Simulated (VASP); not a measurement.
Crystal: MnS.

```xyz
2
Lattice="3.0990 0.0000 0.0000 0.0000 3.0990 0.0000 0.0000 0.0000 3.0990" Properties=species:S:1:pos:R:3 pbc="T T T"
Mn    1.5495    1.5495    1.5495
S     0.0000    0.0000    0.0000
```

Base run:

```yaml
Program: VASP 6.6.1
Functional: PBEsol
Potentials_or_basis: VASP PAW PBE potentials, release 64 (Mn_pv, S)
Cutoff: 520 eV
k_mesh: 9 × 9 × 9
Occupations: fermi-dirac, width 0.05 eV
Spin: collinear spin, ferromagnetic start
Starting_moments: "[2.8, 0.0] μB"
```

Its results: pressure -13.1 GPa; net moment 3.31 μB per cell; site moments Mn +3.32; S -0.12 μB.

Problem. The run is repeated on the same cell with these changes: occupations from fermi-dirac, width 0.05 eV to fermi-dirac, width 0.15 eV. What comes out?

Solution. Pressure -11.2 GPa; net moment 3.44 μB per cell; site moments Mn +3.40; S -0.09 μB.

Caveats: the PAW data sets were made with another functional, which shifts forces and pressure a little; a cell with one magnetic atom can't hold antiferromagnetic order, which such compounds often take.
